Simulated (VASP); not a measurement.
# AlN (P6_3mc) in VASP: further runs, part 2 of 2

VASP 6.6.1.

## Step 4: Single point, LDA

This run uses another cell than the first one, of 10.21 Å³/atom.

Input file INCAR:

```
PREC = Accurate
ENCUT = 600
EDIFF = 1E-6
ISMEAR = 0
SIGMA = 0.02
LREAL = F
LASPH = T
NELM = 120
ALGO = Normal
ISIF = 2
LWAVE = F
LCHARG = F
GGA = CA
NBANDS = 16
GGA_COMPAT = F
```

Input file KPOINTS:

```
regular mesh
0
Gamma
  9 9 6
```

Input file POSCAR:

```
AlN
1.0
    3.0886284251      0.0000000000      0.0000000000
   -1.5443142125      2.6748306790      0.0000000000
    0.0000000000      0.0000000000      4.9431608963
Al N
2 2
Direct
    0.3333333333      0.6666666667     -0.0024903996
    0.6666666667      0.3333333333      0.4975096004
    0.3333333333      0.6666666667      0.3794903996
    0.6666666667      0.3333333333      0.8794903996
```

Potentials or basis: VASP PAW LDA potentials, release 64 (Al, N).

On the command line:

```console
> cat potpaw_LDA.64/Al/POTCAR potpaw_LDA.64/N/POTCAR > POTCAR
> mpirun -np 1 vasp_std > vasp.out
```

OUTCAR:

```text
PREC = Accurate
   ENCUT = 600
   EDIFF = 1E-6
   ISMEAR = 0
   LREAL = F
   LASPH = T
   NELM = 120
   ISIF = 2
   GGA = CA

 ion  position               nearest neighbor table
   1  0.333  0.667  0.998-   4 1.88   4 1.88   4 1.88   3 1.89   2 3.05   2 3.05   2 3.05   2 3.05
                             2 3.05   2 3.05
   2  0.667  0.333  0.498-   3 1.88   3 1.88   3 1.88   4 1.89   1 3.05   1 3.05   1 3.05   1 3.05
                             1 3.05   1 3.05
   3  0.333  0.667  0.379-   2 1.88   2 1.88   2 1.88   1 1.89
   4  0.667  0.333  0.879-   1 1.88   1 1.88   1 1.88   2 1.89

  LATTYP: Found a hexagonal cell.
 ALAT       =     3.0886284251
 C/A-ratio  =     1.6004388408

  Lattice vectors:

 A1 = (   3.0886284251,   0.0000000000,   0.0000000000)
 A2 = (  -1.5443142125,   2.6748306790,   0.0000000000)
 A3 = (   0.0000000000,   0.0000000000,   4.9431608963)

Analysis of symmetry for initial positions (statically):
=====================================================================
 Subroutine PRICEL returns:
 Original cell was already a primitive cell.

 Routine SETGRP: Setting up the symmetry group for a
 hexagonal supercell.

 Subroutine GETGRP returns: Found 12 space group operations
 (whereof  6 operations were pure point group operations)
 out of a pool of 24 trial point group operations.

The static configuration has the point symmetry C_3v.
 The point group associated with its full space group is C_6v.

Analysis of symmetry for dynamics (positions and initial velocities):
=====================================================================
 Subroutine PRICEL returns:
 Original cell was already a primitive cell.

 Routine SETGRP: Setting up the symmetry group for a
 hexagonal supercell.

 Subroutine GETGRP returns: Found 12 space group operations
 (whereof  6 operations were pure point group operations)
[... 127 lines left out ...]
     AMIX_MAG =   1.60;   BMIX_MAG =  1.00
  volume/ion in A,a.u.               =      10.21        68.90
  Fermi-wavevector in a.u.,A,eV,Ry     =   1.197915  2.263731 19.524358  1.435000
  Thomas-Fermi vector in A             =   2.333817
   LORBIT       =      0    0 simple, 1 ext, 2 COOP (PROOUT), +10 PAW based schemes
   GGA     = CA    functional components
   LHFCALC =     F    Hartree Fock is set to
   AEXX    =    0.0000 exact exchange contribution
   IVDW    =     0    specifies the selected vdW correction
   LEPSILON=     F    determine dielectric tensor
   LRPA    =     F    only Hartree local field effects (RPA)
 non-spin polarized calculation
 Gauss-broadening in eV      SIGMA  =   0.02
  energy-cutoff  :      600.00
  volume of cell :       40.84
 maximum number of plane-waves:      1387
 NGX is ok and might be reduce to    28
   NGX = 13   NGY = 13   NGZ = 19

 number of electron      16.0000000 magnetization

 Free energy of the ion-electron system (eV)
  ---------------------------------------------------
  ext. energy  EPLUGINS =         0.00000000
  ---------------------------------------------------
  free energy    TOTEN  =       -32.84224855 eV

  energy without entropy =      -32.84224855  energy(sigma->0) =      -32.84224855

 E-fermi :   6.2854     XC(G=0): -11.3437

 val. band max:        6.1155711273   @ k =   0.0000   0.0000   0.0000
 cond. band min:      10.5398126063   @ k =   0.0000   0.0000   0.0000
 fundamental gap:      4.4242414791
 Fermi energy:         6.2853984568

 k-point     1 :       0.0000    0.0000    0.0000
  band No.  band energies     occupation
      1      -9.0586      2.00000
      2      -6.7645      2.00000
      3      -0.0392      2.00000
      4       5.2255      2.00000
      5       5.2255      2.00000
      6       5.8871      2.00000
[... 433 lines left out ...]
      3       1.2517      2.00000
      4       1.8519      2.00000
      5       1.8519      2.00000
      6       3.3279      2.00000
[... 8 lines left out ...]
     15      19.1444      0.00000
     16      21.2749      0.00000

 [... further k-points ...]

------------------------ aborting loop because EDIFF is reached ----------------------------------------

  FORCE on cell =-STRESS in cart. coord.  units (eV):
  Direction    XX          YY          ZZ          XY          YZ          ZX
  --------------------------------------------------------------------------------------
  -------------------------------------------------------------------------------------
  Total        0.1412856      0.1412856      0.1344131      0.0000000      0.0000000      0.0000000
  in kB        5.5429597      5.5429597      5.2733349      0.0000000      0.0000000      0.0000000
  external PRESSURE =       5.4530848 kB  Pullay stress =       0.0000000 kB

 VOLUME and BASIS-vectors are now :
 -----------------------------------------------------------------------------
  energy-cutoff  :      600.00
  volume of cell :       40.84
      direct lattice vectors                 reciprocal lattice vectors
     3.088628425  0.000000000  0.000000000     0.323768308  0.186927720  0.000000000
    -1.544314213  2.674830679  0.000000000     0.000000000  0.373855440  0.000000000
     0.000000000  0.000000000  4.943160896     0.000000000  0.000000000  0.202299707

 POSITION                                       TOTAL-FORCE (eV/Angst)
 -----------------------------------------------------------------------------------
     -0.00000      1.78322      4.93085         0.000000      0.000000     -0.000507
      1.54431      0.89161      2.45927         0.000000     -0.000000     -0.000507
     -0.00000      1.78322      1.87588         0.000000      0.000000      0.000507
      1.54431      0.89161      4.34746        -0.000000     -0.000000      0.000507
 -----------------------------------------------------------------------------------
    total drift:                               -0.000000      0.000000     -0.000809

  FREE ENERGIE OF THE ION-ELECTRON SYSTEM (eV)
  ---------------------------------------------------
  free  energy   TOTEN  =       -32.8422485476 eV

  energy  without entropy=      -32.8422485476  energy(sigma->0) =      -32.84224855
```

Run time: 29 s. Hardware: 1 thread of AMD EPYC 7R43 (Zen 3), shared host; peak memory 0.13 GiB.

What came out:

```yaml
Free_energy: -32.8422 eV
Pressure: 0.5 GPa
Band_gap_on_the_k_mesh: 4.42 eV
```

Caveat: an odd mesh through Γ misses points on the zone boundary, where band edges can lie.
